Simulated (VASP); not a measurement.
Si16N (a cell with a defect), 17 atoms in the cell. The cell holds a defect, 17 atoms: a = 7.679 Å, b = 7.679 Å, c = 7.679 Å, α = 60.00°, β = 60.00°, γ = 60.00°. 

```yaml
Program: VASP 6.6.1
Task: single point
Functional: PBE
Potentials_or_basis: VASP PAW PBE potentials, release 64 (Si, N)
Cutoff: 520 eV
k_mesh: 2 × 2 × 2
Occupations: fermi-dirac, width 0.05 eV
Spin: collinear spin, ferromagnetic start
Starting_moments: "[0.0, 0.0, 0.0, 0.0, 0.0, 0.0, 0.0, 0.0, 0.0, 0.0, 0.0, 0.0, 0.0, 0.0, 0.0, 0.0, 1.0] μB"
Dipole_correction: no
Further_INCAR_settings: LREAL = Auto; ALGO = Normal; EDIFF = 1e-07; NBANDS = 52
```

Potentials or basis: VASP PAW PBE potentials, release 64 (Si, N).

Launch:

```bash
$ cat potpaw_PBE.64/Si/POTCAR potpaw_PBE.64/N/POTCAR > POTCAR
$ mpirun -np 1 vasp_std > vasp.out
```

Hardware: 1 thread of AMD EPYC 7R13 Processor (Zen 3), with other jobs on the host.

Question: How long does it take, and how much memory?

Answer: It took 8.6 min on 1 thread of AMD EPYC 7R13 Processor (Zen 3), on a shared host, peak memory 0.69 GiB. Counts: scf iterations 18, k points 8.
